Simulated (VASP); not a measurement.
# MoS: single point with r2SCAN+U

MoS:

```xyz
2
Lattice="0.0000 2.9724 2.9724 2.9724 0.0000 2.9724 2.9724 2.9724 0.0000" Properties=species:S:1:pos:R:3 pbc="T T T"
Mo    0.0000    0.0000    0.0000
S     1.4862    1.4862    1.4862
```

- Program: VASP 6.6.1
- Task: single point
- Functional: r2SCAN
- Potentials or basis: VASP PAW PBE potentials, release 64 (Mo_sv, S)
- Cutoff: 520 eV
- k mesh: 12 × 12 × 12
- Occupations: gaussian, width 0.1 eV
- Spin: collinear spin
- Starting moments: [3.35, -0.28] μB
- Hubbard terms: Mo d U = 4.38 eV

```
Pressure                                              : -0.9 GPa
Band gap on the k mesh                                : zero (filled and empty bands overlap)
Net moment                                            : 4.00 μB per cell
Site moments                                          : Mo +3.61; S -0.21 μB
Valence electrons inside the program's atomic spheres : Mo 12.17; S 3.73
```

Levels at points of the mesh, in eV from the Fermi level:
Spin up:
| k point | band 8 | band 9 | band 10 | band 11 | band 12 | band 13 | band 14 | band 15 | band 16 | band 17 |
| --- | --- | --- | --- | --- | --- | --- | --- | --- | --- | --- |
| (0.00, 0.00, 0.00) | -5.43 | -3.08 | -3.08 | 0.24 | 1.75 | 1.75 | 1.75 | 6.66 | 6.66 | 6.66 |
| (0.50, 0.00, 0.00) | -5.15 | -2.73 | -2.73 | -1.91 | 0.33 | 0.33 | 2.93 | 6.24 | 7.42 | 7.42 |
| (0.50, 0.50, 0.00) | -4.35 | -2.62 | -2.60 | -2.14 | -1.06 | -1.06 | 4.09 | 5.68 | 7.95 | 10.16 |
Spin down:
```csv
k point,band 5,band 6,band 7,band 8,band 9,band 10,band 11,band 12
"(0.00, 0.00, 0.00)",-14.46,-3.93,-3.93,-3.93,1.65,3.26,3.26,5.67
"(0.50, 0.00, 0.00)",-14.04,-5.07,-3.79,-3.79,2.88,3.48,3.48,4.38
"(0.50, 0.50, 0.00)",-13.90,-5.15,-3.76,-3.76,1.08,2.78,4.03,4.03
```

Eigenvalues of the final occupation matrices:
| site | spin | trace | eigenvalues |
| --- | --- | --- | --- |
| site 1 d | 1 | 3.74 | 0.69 0.69 0.69 0.83 0.83 |
| site 1 d | 2 | 0.20 | 0.02 0.02 0.06 0.06 0.06 |

It took 5 min on 1 thread of Oxide Virtual Turin-like Processor, with other jobs on the host, peak memory 0.26 GiB.

Caveat: the PAW data sets were made with another functional, which shifts forces and pressure a little.
